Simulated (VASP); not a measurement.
Here is a VASP 6.6.1 calculation.

Contents of INCAR:

```
SYSTEM = Al
ALGO = Fast
EDIFF = 1E-6
ENCUT = 520
GGA = PE
ISIF = 2
ISMEAR = 0
LASPH = .True.
LCHARG = .False.
LREAL = .False.
LWAVE = .False.
NBANDS = 8
NELM = 80
PREC = Accurate
SIGMA = 0.15
```

KPOINTS

```
k-points
0
Gamma
  22 22 22
  0 0 0
```

Contents of POSCAR:

```
Al
1.0
   -1.6595406868      1.6595406868      1.6595406868
    1.6595406868     -1.6595406868      1.6595406868
    1.6595406868      1.6595406868     -1.6595406868
Al
1
Direct
    0.0000000000      0.0000000000      0.0000000000
```

Potentials or basis: VASP PAW PBE potentials, release 64 (Al).

Launch:

```sh
$ cat potpaw_PBE.64/Al/POTCAR > POTCAR
$ mpirun -np 1 vasp_std > vasp.out
```

Problem. Predict the pressure.

Solution. -4.5 GPa.
